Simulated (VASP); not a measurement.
Here is a VASP 6.6.1 calculation.

Contents of INCAR:

```
SYSTEM = CsRe2
PREC = Accurate
ENCUT = 560
EDIFF = 1E-6
ISMEAR = 0
SIGMA = 0.1
LREAL = .False.
LASPH = .True.
NELM = 120
ALGO = Normal
ISIF = 2
LWAVE = .False.
LCHARG = .False.
GGA = PE
NBANDS = 26
GGA_COMPAT = .False.
```

File KPOINTS:

```
Automatic mesh
0
Gamma
  14 14 14
  0 0 0
```

The input POSCAR:

```
CsRe2
1.0
    0.0000000000      3.1156022178      3.1156022178
    3.1156022178      0.0000000000      3.1156022178
    3.1156022178      3.1156022178      0.0000000000
Cs Re
1 2
Direct
    0.0000000000      0.0000000000      0.0000000000
    0.2500000000      0.2500000000      0.2500000000
    0.7500000000      0.7500000000      0.7500000000
```

Potentials or basis: VASP PAW PBE potentials, release 64 (Cs_sv, Re_sv_GW).

Launch:

```bash
$ cat potpaw_PBE.64/Cs_sv/POTCAR potpaw_PBE.64/Re_sv_GW/POTCAR > POTCAR
$ mpirun -np 1 vasp_std > vasp.out
```

Q: What does it give for the pressure?

A: 4.5 GPa.

Q: Estimate the band gap on the k mesh.

A: Zero (an odd number of electrons rules out a gap without spin polarisation).

Caveat: the cell stands under pressure; spin-orbit coupling is left out, which moves the levels of the heavy elements.
